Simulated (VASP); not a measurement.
Write the native input for VASP 6.6.1 that does the following.

```yaml
Task: single point
Functional: PBEsol
Potentials_or_basis: VASP PAW PBE potentials, release 64 (Re)
Cutoff: 520 eV
k_mesh: 15 × 15 × 4
Occupations: fermi-dirac, width 0.1 eV
Spin: no spin polarisation
Dipole_correction: no
Further_INCAR_settings: ALGO = Normal; EDIFF = 1e-06; NBANDS = 22
```

The structure of Re lies in POSCAR:

```
Re
1.0
    2.7889181786      0.0000000000      0.0000000000
   -1.3944590893      2.4152739918      0.0000000000
    0.0000000000      0.0000000000      8.9863056680
Re
4
Direct
    0.0000000000      1.0000000000      0.0000000000
    0.0000000000      1.0000000000      0.5000000000
    0.3333333333      0.6666666667      0.2500000000
    0.6666666667      0.3333333333      0.7500000000
```

The input as run:

INCAR

```
  PREC = Accurate
  ENCUT = 520
  EDIFF = 1E-6
  ISMEAR = -1
  SIGMA = 0.1
  LREAL = F
  LASPH = T
  NELM = 100
  ALGO = Normal
  ISIF = 2
  LWAVE = F
  LCHARG = F
  GGA = PS
  NBANDS = 22
```

KPOINTS

```
regular mesh
0
Gamma
  15 15 4
```

Potentials or basis: VASP PAW PBE potentials, release 64 (Re).

Run with:

```console
$ cat potpaw_PBE.64/Re/POTCAR > POTCAR
$ mpirun -np 1 vasp_std > vasp.out
```

Results of the run:

```
Pressure               : -14.2 GPa
Band gap on the k mesh : zero (bands 14 and 15 overlap by 2.44 eV)
```

Caveat: the cell stands under tension; the PAW data sets were made with another functional, which shifts forces and pressure a little; spin-orbit coupling is left out, which moves the levels of the heavy elements.

Wall time 2.3 min on 1 thread of Intel(R) Xeon(R) Platinum 8259CL CPU @ 2.50GHz (Skylake/Cascade Lake), with other jobs on the host, peak memory 0.24 GiB.
